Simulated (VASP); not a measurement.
Runs of VASP 6.6.1 on VH2. The structure is that of space group Fm-3m (No. 225), or close to it. The cells are those of the table. 

| cell | gap on the mesh (eV) | pressure (GPa) |
| --- | --- | --- |
| a = 2.991, b = 2.991, c = 4.162 Å, 6 atoms | none | -2.1 |
| a = 3.020, b = 3.020, c = 4.123 Å, 6 atoms | none | -3.8 |
| a = 2.991, b = 2.991, c = 4.155 Å, 6 atoms | none | (b) |
| a = 2.902, b = 2.902, c = 4.255 Å, 6 atoms | none | 5.2 |
| a = 3.020, b = 3.020, c = 4.137 Å, 6 atoms | none | (a) |

Alike in all rows: task single point; level r2SCAN; potentials or basis VASP PAW PBE potentials, release 64 (V_sv, H); no spin polarisation; k mesh 12 × 12 × 8; cutoff (eV) 520; smearing gaussian 0.1 eV.

Estimate the missing entries.

(a) -4.4; (b) -1.8.

Caveats: the PAW data sets were made with another functional, which shifts forces and pressure a little; the stress differs along the axes, from -6 to 0 GPa (at least some runs); the stress differs along the axes, from 0 to 8 GPa (at least some runs); the stress differs along the axes, from -6 to -1 GPa (at least some runs).

A gap of «none» marks levels without a gap at the run's occupations.
